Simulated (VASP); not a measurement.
Wanted: the native input for a VASP 6.6.1 run.

```yaml
Task: single point
Functional: PBE
Potentials_or_basis: VASP PAW PBE potentials, release 64 (Te, As)
Cutoff: 520 eV
k_mesh: 8 × 8 × 8
Occupations: fermi-dirac, width 0.2 eV
Spin: no spin polarisation
Dipole_correction: no
Further_INCAR_settings: ALGO = Normal; EDIFF = 1e-06; NBANDS = 25
```

The structure of TeAs2 lies in POSCAR:

```
TeAs2
1.0
   -3.5564540000      3.5564540000      2.9405160000
    3.5564540000     -3.5564540000      2.9405160000
    3.5564540000      3.5564540000     -2.9405160000
Te As
2 4
Direct
    0.7500000000      0.2500000000      0.5000000000
    0.0000000000      0.0000000000      0.0000000000
    0.3750000000      0.6250000000      0.2500000000
    0.3750000000      0.1250000000      0.7500000000
    0.3750000000      0.6250000000      0.7500000000
    0.8750000000      0.6250000000      0.2500000000
```

One way to write it, as run:

INCAR

```
SYSTEM = TeAs2
PREC = Accurate
ENCUT = 520
EDIFF = 1E-6
ISMEAR = -1
SIGMA = 0.2
LREAL = .FALSE.
LASPH = .TRUE.
NELM = 100
ALGO = Normal
ISIF = 2
LWAVE = .FALSE.
LCHARG = .FALSE.
GGA = PE
NBANDS = 25
```

KPOINTS

```
Automatic mesh
0
G
  8 8 8
  0 0 0
```

Potentials or basis: VASP PAW PBE potentials, release 64 (Te, As).

Run with:

```sh
$ cat potpaw_PBE.64/Te/POTCAR potpaw_PBE.64/As/POTCAR > POTCAR
$ mpirun -np 1 vasp_std > vasp.out
```

It gave:

```yaml
Pressure: -0.5 GPa
Band_gap_on_the_k_mesh: zero (bands 16 and 17 overlap by 0.54 eV)
```

Caveat: spin-orbit coupling is left out, which moves the levels of the heavy elements.

It took 120 s on 1 thread of Intel(R) Xeon(R) 6975P-C (Granite Rapids), with other jobs on the host, peak memory 0.42 GiB.
